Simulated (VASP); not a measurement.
Si4BN3, 8 atoms in the cell. The structure is tetragonal, space group I-42m (No. 121). Conventional cell: a = 4.361 Å, b = 4.361 Å, c = 8.764 Å, α = 90.00°, β = 90.00°, γ = 90.00°. Within 2.5 Å of Si (site symmetry m) lie 3 N at 1.88 Å and 1 B at 1.93 Å. Within 2.6 Å of B (site symmetry -42m) lie 4 Si at 1.93 Å. N (site symmetry -4) has 4 Si at 1.88 Å within 2.5 Å. N (site symmetry -42m) has 4 Si at 1.88 Å within 2.5 Å. 

| Item | Value |
| --- | --- |
| Program | VASP 6.6.1 |
| Task | single point |
| Functional | PBE |
| Potentials or basis | VASP PAW PBE potentials, release 64 (Si, B, N) |
| Cutoff | 520 eV |
| k mesh | 5 × 5 × 5 |
| Occupations | gaussian, width 0.2 eV |
| Spin | no spin polarisation |
| Dipole correction | no |
| Further INCAR settings | ALGO = Normal; EDIFF = 1e-06; NBANDS = 27 |

Potentials or basis: VASP PAW PBE potentials, release 64 (Si, B, N).

Launch:

```bash
$ cat potpaw_PBE.64/Si/POTCAR potpaw_PBE.64/B/POTCAR potpaw_PBE.64/N/POTCAR > POTCAR
$ mpirun -np 1 vasp_std > vasp.out
```

Hardware: 1 thread of Intel(R) Xeon(R) Platinum 8259CL CPU @ 2.50GHz (Skylake/Cascade Lake), on a shared host.

How long does it take, and how much memory?

Wall time 45 s on 1 thread of Intel(R) Xeon(R) Platinum 8259CL CPU @ 2.50GHz (Skylake/Cascade Lake), on a shared host, peak memory 0.24 GiB. Counts: scf iterations 14, k points 18.
